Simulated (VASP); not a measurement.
# Mo (Im-3m) in VASP: notebook, part 2 of 2

VASP 6.6.1.

## (3) Relaxation of cell and atoms, PBE+D3(BJ)

This run uses another cell than the first one, of 15.37 Å³/atom, 1.002 times its volume.

The input, INCAR:

```
SYSTEM = Mo
PREC     = Accurate       ! precision mode
ENCUT    = 600            ! plane-wave cutoff, eV
EDIFF    = 1E-6           ! SCF threshold, eV
ISMEAR   = 0              ! smearing method
SIGMA    = 0.1            ! smearing width, eV
LREAL    = .False.        ! projectors in reciprocal space
LASPH    = .True.         ! aspherical terms in the spheres
NELM     = 80             ! most SCF steps
ALGO     = Fast           ! electronic algorithm
ISIF     = 3              ! what is computed and relaxed
LWAVE    = .False.        ! write WAVECAR
LCHARG   = .False.        ! write CHGCAR
GGA      = PE             ! functional
IVDW     = 12             ! dispersion correction
IBRION   = 2              ! ionic algorithm
NSW      = 100            ! ionic steps
EDIFFG   = -0.002         ! ionic threshold
```

The input, KPOINTS:

```
Automatic mesh
0
Gamma
  18 18 18
  0 0 0
```

The input, POSCAR:

```
Mo
1.0
   -1.5663217279      1.5663217279      1.5663217279
    1.5663217279     -1.5663217279      1.5663217279
    1.5663217279      1.5663217279     -1.5663217279
Mo
1
Direct
    0.0000000000      0.0000000000      0.0000000000
```

Potentials or basis: VASP PAW PBE potentials, release 64 (Mo_sv).

Command:

```bash
cat potpaw_PBE.64/Mo_sv/POTCAR > POTCAR
mpirun -np 1 vasp_std > vasp.out
```

OUTCAR:

```text
SYSTEM = Mo
   PREC = Accurate
   ENCUT = 600
   EDIFF = 1E-6
   ISMEAR = 0
   LREAL = .False.
   LASPH = .True.
   NELM = 80
   ISIF = 3
   GGA = PE
   IVDW = 12
   IBRION = 2
   NSW = 100
   EDIFFG = -0.002
 IVDW          = 12

 ion  position               nearest neighbor table
   1  0.000  0.000  0.000-

  LATTYP: Found a body centered cubic cell.
 ALAT       =     3.1326434558

  Lattice vectors:

 A1 = (  -1.5663217279,   1.5663217279,   1.5663217279)
 A2 = (   1.5663217279,  -1.5663217279,   1.5663217279)
 A3 = (   1.5663217279,   1.5663217279,  -1.5663217279)

Analysis of symmetry for initial positions (statically):
=====================================================================
 Subroutine PRICEL returns:
 Original cell was already a primitive cell.

 Routine SETGRP: Setting up the symmetry group for a
 body centered cubic supercell.

 Subroutine GETGRP returns: Found 48 space group operations
 (whereof 48 operations were pure point group operations)
 out of a pool of 48 trial point group operations.

The static configuration has the point symmetry O_h .

Analysis of symmetry for dynamics (positions and initial velocities):
=====================================================================
 Subroutine PRICEL returns:
 Original cell was already a primitive cell.

 Routine SETGRP: Setting up the symmetry group for a
 body centered cubic supercell.

 Subroutine GETGRP returns: Found 48 space group operations
 (whereof 48 operations were pure point group operations)
 out of a pool of 48 trial point group operations.

The dynamic configuration has the point symmetry O_h .

 Subroutine INISYM returns: Found 48 space group operations
 (whereof 48 operations are pure point group operations),
 and found     1 'primitive' translations

----------------------------------------------------------------------------------------

                                     Primitive cell

  volume of cell :      15.3710

  direct lattice vectors                    reciprocal lattice vectors
    -1.566321728  1.566321728  1.566321728     0.000000000  0.319219220  0.319219220
     1.566321728 -1.566321728  1.566321728     0.319219220  0.000000000  0.319219220
[... 100 lines left out ...]
   IALGO  =     68    algorithm
   IMIX   =      4    mixing-type and parameters
     AMIX     =   0.40;   BMIX     =  1.00
     AMIX_MAG =   1.60;   BMIX_MAG =  1.00
  volume/ion in A,a.u.               =      15.37       103.73
  Fermi-wavevector in a.u.,A,eV,Ry     =   1.586901  2.998808 34.262943  2.518255
  Thomas-Fermi vector in A             =   2.686141
   LORBIT       =      0    0 simple, 1 ext, 2 COOP (PROOUT), +10 PAW based schemes
   GGA     = PE    functional components
   LHFCALC =     F    Hartree Fock is set to
   AEXX    =    0.0000 exact exchange contribution
   IVDW    =    12    specifies the selected vdW correction
   LEPSILON=     F    determine dielectric tensor
   LRPA    =     F    only Hartree local field effects (RPA)
 conjugate gradient relaxation of ions
 non-spin polarized calculation
 RMM-DIIS sequential band-by-band and
 Gauss-broadening in eV      SIGMA  =   0.10
  energy-cutoff  :      600.00
  volume of cell :       15.37
 maximum number of plane-waves:       533
 NGX is ok and might be reduce to    24
   NGX = 11   NGY = 11   NGZ = 11

--------------------------------------- Ionic step        1  -------------------------------------------

 number of electron      14.0000001 magnetization

 Free energy of the ion-electron system (eV)
  ---------------------------------------------------
  ext. energy  EPLUGINS =         0.00000000
  ---------------------------------------------------
  free energy    TOTEN  =       -10.92433067 eV

  energy without entropy =      -10.92199659  energy(sigma->0) =      -10.92316363

------------------------ aborting loop because EDIFF is reached ----------------------------------------

 Edisp (eV)   -0.72650

 E8    (eV) :    -0.3425
[... 69 lines left out ...]
--------------------------------------- Ionic step        3  -------------------------------------------

 number of electron      14.0000001 magnetization

 Free energy of the ion-electron system (eV)
  ---------------------------------------------------
  ext. energy  EPLUGINS =         0.00000000
  ---------------------------------------------------
  free energy    TOTEN  =       -10.92379781 eV

  energy without entropy =      -10.92147170  energy(sigma->0) =      -10.92263475

 E-fermi :  12.9021     XC(G=0): -13.4895

 val. band max:       12.8969821913   @ k =  -0.3889   0.4444   0.2778
 cond. band min:      12.9148336899   @ k =   0.3889   0.1111   0.0000
 fundamental gap:      0.0178514985
 Fermi energy:        12.9021274341

 k-point     1 :       0.0000    0.0000    0.0000
  band No.  band energies     occupation
      1     -48.4062      2.00000
      2     -21.6316      2.00000
      3     -21.6316      2.00000
      4     -21.6316      2.00000
      5       5.5853      2.00000
      6      11.4791      2.00000
      7      11.4791      2.00000
      8      11.4791      2.00000
      9      14.5707      0.00000
     10      14.5707      0.00000
     11      27.7359      0.00000
[... 309 lines left out ...]
 k-point    24 :       0.3889    0.1111    0.0000
  band No.  band energies     occupation
      1     -48.1220      2.00000
      2     -23.0191      2.00000
      3     -22.1433      2.00000
      4     -21.7087      2.00000
      5       7.8713      2.00000
      6       9.5549      2.00000
      7      12.9148      0.85739
      8      14.4785      0.00000
      9      15.6505      0.00000
     10      18.4015      0.00000
     11      24.8315      0.00000

 [... further k-points ...]

------------------------ aborting loop because EDIFF is reached ----------------------------------------

 Edisp (eV)   -0.72704

 E8    (eV) :    -0.3427
[... 24 lines left out ...]
  FREE ENERGIE OF THE ION-ELECTRON SYSTEM (eV)
  ---------------------------------------------------
  free  energy   TOTEN  =       -11.6508359541 eV

  energy  without entropy=      -11.6485098390  energy(sigma->0) =      -11.64967290

 reached required accuracy - stopping structural energy minimisation
```

OSZICAR:

```text
N       E                     dE             d eps       ncg     rms          rms(c)
DAV:   1     0.100705538680E+03    0.10071E+03   -0.89051E+03  4306   0.145E+03
DAV:   2    -0.100022520890E+02   -0.11071E+03   -0.10714E+03  4698   0.367E+02
[... 18 lines left out ...]
   2 F= -.11650810E+02 E0= -.11649655E+02  d E =0.200690E-04
       N       E                     dE             d eps       ncg     rms          rms(c)
DAV:   1    -0.109241313017E+02   -0.14034E-02   -0.82842E-03  4809   0.130E+00    0.206E-01
RMM:   2    -0.109238214093E+02    0.30989E-03   -0.61475E-04  4290   0.276E-01    0.399E-02
RMM:   3    -0.109237978639E+02    0.23545E-04   -0.16039E-04  4290   0.135E-01    0.366E-02
RMM:   4    -0.109237976880E+02    0.17587E-06   -0.12245E-05  4290   0.432E-02    0.201E-02
RMM:   5    -0.109237978111E+02   -0.12304E-06   -0.55230E-06  4109   0.301E-02
   3 F= -.11650836E+02 E0= -.11649673E+02  d E =-.573995E-05
```

Wall time 83 s (1 thread of AMD EPYC 7R43 (Zen 3), shared host); peak memory 0.14 GiB.

What came out:

| Property | Result |
| --- | --- |
| Free energy | -11.6508 eV |
| Relaxed volume | 15.36 Å³/atom |
| Relaxed cell | a = 2.712 Å, b = 2.712 Å, c = 2.712 Å, α = 109.47°, β = 109.47°, γ = 109.47° |
| Space group after relaxing (to 0.05 Å) | Im-3m (No. 229) |
| Energy gained by relaxing | 0.0 meV/atom |
| Ionic steps | 3 |
| Pressure after relaxing | 0.0 GPa |
| Band gap on the k mesh | zero (band 7 reaches 16.96 eV, above the bottom of band 8 at 11.48 eV) |
| Dispersion energy per atom | -0.727 eV |

Final structure:
```cif
data_structure
_symmetry_space_group_name_H-M 'P 1'
_symmetry_Int_Tables_number 1
_cell_length_a 2.7123
_cell_length_b 2.7123
_cell_length_c 2.7123
_cell_angle_alpha 109.471
_cell_angle_beta 109.471
_cell_angle_gamma 109.471
_cell_volume 15.36
loop_
_atom_site_label
_atom_site_type_symbol
_atom_site_fract_x
_atom_site_fract_y
_atom_site_fract_z
_atom_site_occupancy
Mo1 Mo 0.00000 0.00000 0.00000 1
```

Caveat: pairwise dispersion overbinds metals, which lowers pressure and volume.
